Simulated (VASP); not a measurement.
Here is a VASP 6.6.1 calculation.

The input INCAR:

```
SYSTEM = Lu
  PREC = Accurate
  ENCUT = 520
  EDIFF = 1E-6
  ISMEAR = -1
  SIGMA = 0.1
  LREAL = .False.
  LASPH = .True.
  NELM = 100
  ALGO = Normal
  ISIF = 2
  LWAVE = .False.
  LCHARG = .False.
  GGA = PS
  NBANDS = 18
```

Contents of KPOINTS:

```
Automatic mesh
0
Gamma
  11 11 11
  0 0 0
```

POSCAR

```
Lu
1.0
    3.1271331035      0.0000000000      0.0000000000
    0.0000000000      3.1271331035      0.0000000000
    0.0000000000      0.0000000000      3.1271331035
Lu
1
Direct
    0.0000000000      0.0000000000      0.0000000000
```

Potentials or basis: VASP PAW PBE potentials, release 64 (Lu).

Launch:

```bash
$ cat potpaw_PBE.64/Lu/POTCAR > POTCAR
$ mpirun -np 1 vasp_std > vasp.out
```

(1) Estimate the pressure.

(2) Estimate the band gap on the k mesh.

## Answers

(1) 0.2 GPa.

(2) zero (an odd number of electrons rules out a gap without spin polarisation).

Caveat: the PAW data sets were made with another functional, which shifts forces and pressure a little; spin-orbit coupling is left out, which moves the levels of the heavy elements.
